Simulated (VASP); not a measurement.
BaPPt, 12 atoms in the cell. The structure is cubic, space group P2_13 (No. 198). Conventional cell: a = 6.503 Å, b = 6.503 Å, c = 6.503 Å, α = 90.00°, β = 90.00°, γ = 90.00°. Within 4.1 Å of Ba (site symmetry 3) lie 7 P at 3.12 to 3.91 Å and 7 Pt at 3.27 to 3.60 Å and 6 Ba at 3.99 Å. Within 3.1 Å of P (site symmetry 3) lie 3 Pt at 2.34 Å. Within 3.1 Å of Pt (site symmetry 3) lie 3 P at 2.34 Å. 

```yaml
Program: VASP 6.6.1
Task: single point
Functional: PBEsol
Potentials_or_basis: VASP PAW PBE potentials, release 64 (Ba_sv, P, Pt)
Cutoff: 520 eV
k_mesh: 4 × 4 × 4
Occupations: methfessel-paxton, width 0.05 eV
Spin: no spin polarisation
Dipole_correction: no
Further_INCAR_settings: ALGO = Normal; EDIFF = 1e-06; NBANDS = 62
```

Potentials or basis: VASP PAW PBE potentials, release 64 (Ba_sv, P, Pt).

The run is started by

```bash
$ cat potpaw_PBE.64/Ba_sv/POTCAR potpaw_PBE.64/P/POTCAR potpaw_PBE.64/Pt/POTCAR > POTCAR
$ mpirun -np 1 vasp_std > vasp.out
```

Hardware: 1 thread of AMD EPYC 7R43 64-Core Processor (Zen 3), on a shared host.

How long does it take, and how much memory?

Wall time 3.1 min on 1 thread of AMD EPYC 7R43 64-Core Processor (Zen 3) (shared host), peak memory 0.37 GiB. Counts: scf iterations 15, k points 11.
